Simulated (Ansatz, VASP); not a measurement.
## TiAl3: VASP beside Ansatz

```xyz
4
Lattice="-1.9562 1.9562 4.1602 1.9562 -1.9562 4.1602 1.9562 1.9562 -4.1602" Properties=species:S:1:pos:R:3 pbc="T T T"
Ti    0.0000    0.0000    0.0000
Al    0.0000    0.0000    4.1602
Al   -0.1190    1.9562    2.0801
Al    2.0753    0.0000    2.0801
```

Change from the starting cell: mode 9 frozen in at -0.117 Å, strain +e along z and -e/2 along x and y -0.0350.

Alike in both runs: task single point; functional PBE; k mesh 14 × 14 × 14; occupations gaussian, width 0.15 eV; no spin polarisation.

|  | VASP | Ansatz |
| --- | --- | --- |
| version | VASP 6.6.1 | Ansatz 0.2.0 |
| potentials or method | VASP PAW PBE potentials, release 64 (Ti_sv, Al), cutoff 520 eV | scalar-relativistic, plane waves, PAW |
| valence electrons in the cell | 21 | 21 |

|  | VASP | Ansatz | Ansatz less VASP |
| --- | --- | --- | --- |
| gap on the k mesh at the Fermi level (eV) | none | none | - |
| pressure (GPa) | 1.1 | 1.1 | +0.01 |
| traceless stress, the component that is largest in VASP (GPa) | 5.09 | 5.09 | -0.001 |
| rms of the force components (eV/Å) | 0.469 | 0.468 | -0.0009 |

Atom by atom the forces differ by 0.001 eV/Å (rms over components). A gap of «none» marks a metal or a gap that the smearing closes.
